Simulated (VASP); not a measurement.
# Sb (R-3m) in VASP: further runs

Runs on Sb. Level: PBE. Tasks: single point.

Everything below comes from runs of VASP 6.6.1. Logs are shortened: lines on timing, memory, paths and dates and some standing lists are left out, and cuts for length are marked.

## Step 1: The cell of the first run

The structure is trigonal, space group R-3m (No. 166). Conventional cell: a = 4.377 Å, b = 4.377 Å, c = 11.520 Å, α = 90.00°, β = 90.00°, γ = 120.00°. Within 3.9 Å of Sb (site symmetry 3m) lie 6 Sb at 2.95 to 3.43 Å.

## Step 2: Single point, PBE

INCAR

```
  ALGO = Normal
  EDIFF = 1E-7
  ENCUT = 520
  GGA = PE
  ISIF = 2
  ISMEAR = 0
  LASPH = True
  LCHARG = False
  LREAL = False
  LWAVE = False
  NBANDS = 12
  NELM = 100
  PREC = Accurate
  SIGMA = 0.05
```

KPOINTS

```
k-points
0
Gamma
  12 12 12
```

POSCAR

```
Sb
1.0
    2.1883442836      1.2634411612      3.8398484998
   -2.1883442836      1.2634411612      3.8398484998
    0.0000000000     -2.5268823225      3.8398484998
Sb
2
Direct
    0.2327748959      0.2327748959      0.2327748959
    0.7672251041      0.7672251041      0.7672251041
```

Potentials or basis: VASP PAW PBE potentials, release 64 (Sb).

Started as:

```bash
cat potpaw_PBE.64/Sb/POTCAR > POTCAR
mpirun -np 1 vasp_std > vasp.out
```

OUTCAR:

```text
EDIFF = 1E-7
   ENCUT = 520
   GGA = PE
   ISIF = 2
   ISMEAR = 0
   LASPH = True
   LREAL = False
   NELM = 100
   PREC = Accurate

 ion  position               nearest neighbor table
   1  0.233  0.233  0.233-   2 2.95   2 2.95   2 2.95   2 3.43   2 3.43   2 3.43
   2  0.767  0.767  0.767-   1 2.95   1 2.95   1 2.95   1 3.43   1 3.43   1 3.43

  LATTYP: Found a trigonal (rhomboedric) cell.
 ALAT       =     4.5966912853
 COS(alpha) =     0.5467157610

  Lattice vectors:

 A1 = (   2.1883442836,   1.2634411612,   3.8398484998)
 A2 = (  -2.1883442836,   1.2634411612,   3.8398484998)
 A3 = (   0.0000000000,  -2.5268823225,   3.8398484998)

Analysis of symmetry for initial positions (statically):
=====================================================================
 Subroutine PRICEL returns:
 Original cell was already a primitive cell.

 Routine SETGRP: Setting up the symmetry group for a
 trigonal (rhombohedral) supercell.

 Subroutine GETGRP returns: Found 12 space group operations
 (whereof 12 operations were pure point group operations)
 out of a pool of 12 trial point group operations.

The static configuration has the point symmetry D_3d.

Analysis of symmetry for dynamics (positions and initial velocities):
=====================================================================
 Subroutine PRICEL returns:
 Original cell was already a primitive cell.

 Routine SETGRP: Setting up the symmetry group for a
 trigonal (rhombohedral) supercell.

 Subroutine GETGRP returns: Found 12 space group operations
 (whereof 12 operations were pure point group operations)
 out of a pool of 12 trial point group operations.

The dynamic configuration has the point symmetry D_3d.

 Subroutine INISYM returns: Found 12 space group operations
 (whereof 12 operations are pure point group operations),
 and found     1 'primitive' translations

----------------------------------------------------------------------------------------

                                     Primitive cell

  volume of cell :      63.6995

  direct lattice vectors                    reciprocal lattice vectors
     2.188344284  1.263441161  3.839848500     0.228483244  0.131914862  0.086808980
    -2.188344284  1.263441161  3.839848500    -0.228483244  0.131914862  0.086808980
     0.000000000 -2.526882323  3.839848500     0.000000000 -0.263829724  0.086808980

  length of vectors
     4.596691285  4.596691285  4.596691285     0.277744347  0.277744347  0.277744347

[... 85 lines left out ...]
   NFREE  =      0    steps in history (QN), initial steepest desc. (CG)
   ISIF   =      2    stress and relaxation
   ISYM   =      2    0-nonsym 1-usesym 2-fastsym
   POTIM  = 0.5000    time-step for ionic-motion
   TEBEG  =    0.0;   TEEND  =   0.0 temperature during run
   PSTRESS=    0.0 pullay stress
   NELECT =      10.0000    total number of electrons
   NUPDOWN=      -1.0000    fix difference up-down
   EMIN   =  10.00;   EMAX   =-10.00  energy-range for DOS
   EFERMI =   0.00;   METHOD = LEGACY
   ISMEAR =     0;   SIGMA  =   0.05  broadening in eV -4-tet -1-fermi 0-gaus
   EFERMI_NEDOS =   21; number of points for ismear=-14 and -15
   IALGO  =     38    algorithm
   IMIX   =      4    mixing-type and parameters
     AMIX     =   0.40;   BMIX     =  1.00
     AMIX_MAG =   1.60;   BMIX_MAG =  1.00
  volume/ion in A,a.u.               =      31.85       214.93
  Fermi-wavevector in a.u.,A,eV,Ry     =   0.883140  1.668892 10.611674  0.779936
  Thomas-Fermi vector in A             =   2.003866
   LORBIT       =      0    0 simple, 1 ext, 2 COOP (PROOUT), +10 PAW based schemes
   GGA     = PE    functional components
   LHFCALC =     F    Hartree Fock is set to
   AEXX    =    0.0000 exact exchange contribution
   IVDW    =     0    specifies the selected vdW correction
   LEPSILON=     F    determine dielectric tensor
   LRPA    =     F    only Hartree local field effects (RPA)
 non-spin polarized calculation
 Gauss-broadening in eV      SIGMA  =   0.05
  energy-cutoff  :      520.00
  volume of cell :       63.70
 maximum number of plane-waves:      1738
 NGX is ok and might be reduce to    36
   NGX = 17   NGY = 17   NGZ = 17

 number of electron      10.0000000 magnetization

 Free energy of the ion-electron system (eV)
  ---------------------------------------------------
  ext. energy  EPLUGINS =         0.00000000
  ---------------------------------------------------
  free energy    TOTEN  =        -8.27515547 eV

  energy without entropy =       -8.27497719  energy(sigma->0) =       -8.27506633

 E-fermi :   6.5840     XC(G=0):  -9.2996

 val. band max:        6.5173891167   @ k =   0.4167   0.0833   0.0833
 cond. band min:       6.5975830890   @ k =   0.3333   0.1667   0.1667
 fundamental gap:      0.0801939723
 Fermi energy:         6.5839537810

 k-point     1 :       0.0000    0.0000    0.0000
  band No.  band energies     occupation
      1      -5.6999      2.00000
      2       1.5763      2.00000
      3       4.6934      2.00000
      4       4.9372      2.00000
      5       4.9372      2.00000
      6       8.5991      0.00000
      7       9.2223      0.00000
      8       9.2223      0.00000
      9      11.8078      0.00000
     10      11.8078      0.00000
     11      11.9468      0.00000
     12      13.3468      0.00000
[... 331 lines left out ...]
 k-point    24 :      -0.4167    0.1667    0.0000
  band No.  band energies     occupation
      1      -3.3423      2.00000
      2      -2.6238      2.00000
      3       3.1040      2.00000
      4       4.4740      2.00000
      5       5.0319      2.00000
      6       7.5905      0.00000
      7       7.8299      0.00000
      8       9.5843      0.00000
      9      13.0953      0.00000
     10      13.6455      0.00000
     11      14.2558      0.00000
     12      16.4019      0.00000

 [... further k-points ...]
[... 5 lines left out ...]
  --------------------------------------------------------------------------------------
  -------------------------------------------------------------------------------------
  Total        0.0174998      0.0174998      0.0057524      0.0000000     -0.0000000      0.0000000
  in kB        0.4401576      0.4401576      0.1446857      0.0000000     -0.0000000      0.0000000
  external PRESSURE =       0.3416670 kB  Pullay stress =       0.0000000 kB

 VOLUME and BASIS-vectors are now :
 -----------------------------------------------------------------------------
  energy-cutoff  :      520.00
  volume of cell :       63.70
      direct lattice vectors                 reciprocal lattice vectors
     2.188344284  1.263441161  3.839848500     0.228483244  0.131914862  0.086808980
    -2.188344284  1.263441161  3.839848500    -0.228483244  0.131914862  0.086808980
     0.000000000 -2.526882323  3.839848500     0.000000000 -0.263829724  0.086808980

 POSITION                                       TOTAL-FORCE (eV/Angst)
 -----------------------------------------------------------------------------------
      0.00000     -0.00000      2.68146         0.000000     -0.000000      0.035202
      0.00000     -0.00000      8.83808         0.000000      0.000000     -0.035202
 -----------------------------------------------------------------------------------
    total drift:                               -0.000000     -0.000000     -0.000000

  FREE ENERGIE OF THE ION-ELECTRON SYSTEM (eV)
  ---------------------------------------------------
  free  energy   TOTEN  =        -8.2751554679 eV

  energy  without entropy=       -8.2749771897  energy(sigma->0) =       -8.27506633
```

It took 41 s on 1 thread of Intel Xeon 6975P-C (Granite Rapids), shared host; peak memory 0.28 GiB.

Results:

- Free energy: -8.2752 eV
- Pressure: 0.0 GPa
- Largest force: 0.035 eV/Å
- Band gap on the k mesh: zero (band 5 reaches 6.60 eV, above the bottom of band 6 at 6.41 eV)

Forces on the atoms (eV/Å):
```
Sb   0.000  0.000  0.035
Sb   0.000  0.000 -0.035
```

Caveat: spin-orbit coupling is left out, which moves the levels of the heavy elements.

## Step 3: Single point, PBE

INCAR

```
SYSTEM = Sb
PREC     = Accurate       ! precision mode
ENCUT    = 520            ! plane-wave cutoff, eV
EDIFF    = 1E-6           ! SCF threshold, eV
ISMEAR   = 0              ! smearing method
SIGMA    = 0.05           ! smearing width, eV
LREAL    = .False.        ! projectors in reciprocal space
LASPH    = .True.         ! aspherical terms in the spheres
NELM     = 60             ! most SCF steps
ALGO     = Normal         ! electronic algorithm
ISIF     = 2              ! what is computed and relaxed
LWAVE    = .False.        ! write WAVECAR
LCHARG   = .False.        ! write CHGCAR
GGA      = PE             ! functional
NBANDS   = 12             ! bands
```

KPOINTS

```
regular mesh
0
Gamma
  12 12 12
  0 0 0
```

POSCAR is that of step 2.

Potentials or basis: VASP PAW PBE potentials, release 64 (Sb).

Started as:

```bash
cat potpaw_PBE.64/Sb/POTCAR > POTCAR
mpirun -np 1 vasp_std > vasp.out
```

Run time: 38 s. Hardware: 1 thread of Intel Xeon 6975P-C (Granite Rapids), shared host; peak memory 0.28 GiB.

The run converged. Its results:

```
Free energy            : -8.2752 eV
Pressure               : 0.0 GPa
Largest force          : 0.035 eV/Å
Band gap on the k mesh : zero (band 5 reaches 6.60 eV, above the bottom of band 6 at 6.41 eV)
```

Forces in eV/Å, atoms in the order of the input:
```
Sb   0.000  0.000  0.035
Sb   0.000  0.000 -0.035
```

Levels at points of the mesh, in eV from the Fermi level:
| k point | band 2 | band 3 | band 4 | band 5 | band 6 | band 7 | band 8 | band 9 |
| --- | --- | --- | --- | --- | --- | --- | --- | --- |
| (0.00, 0.00, 0.00) | -5.01 | -1.89 | -1.65 | -1.65 | 2.02 | 2.64 | 2.64 | 5.22 |
| (0.50, 0.00, 0.00) | -9.34 | -1.83 | -1.72 | -0.21 | -0.17 | 0.28 | 0.67 | 7.50 |
| (0.50, 0.50, 0.00) | -7.91 | -5.05 | -3.45 | -3.38 | 1.70 | 4.71 | 5.37 | 6.53 |
| (0.50, 0.50, 0.50) | -8.65 | -1.20 | -1.20 | -0.51 | 0.30 | 0.30 | 1.14 | 6.88 |

Caveat: spin-orbit coupling is left out, which moves the levels of the heavy elements.
